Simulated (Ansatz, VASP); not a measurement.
## PbSe: VASP beside Ansatz

```xyz
2
Lattice="0.0000 3.4232 3.4232 3.4232 0.0000 3.4232 3.4232 3.4232 0.0000" Properties=species:S:1:pos:R:3 pbc="T T T"
Pb    0.0000    0.0000    0.0000
Se    1.7116    1.7116    1.7116
```

Alike in both runs: task single point; functional HSE06; k mesh 4 × 4 × 4; no spin polarisation.

|  | VASP | Ansatz |
| --- | --- | --- |
| version | VASP 6.6.1 | Ansatz 0.2.0 |
| potentials or method | VASP PAW PBE potentials, release 64 (Pb_d, Se), cutoff 520 eV | plane waves |
| occupations | gaussian, width 0.01 eV | fixed |
| valence electrons in the cell | 20 | 30 |

|  | VASP | Ansatz | Ansatz less VASP |
| --- | --- | --- | --- |
| gap on the k mesh at the Fermi level (eV) | 1.07 | 1.06 | -0.010 |
| pressure (GPa) | 0.0 | 0.1 | +0.07 |

VASP's potentials hold 20 valence electrons a cell and Ansatz's 30, so a difference there can come from the potentials and not from the codes. Ansatz's warnings: stress exchange threshold loose, stress scf threshold loose.

Spin-orbit coupling is off throughout.
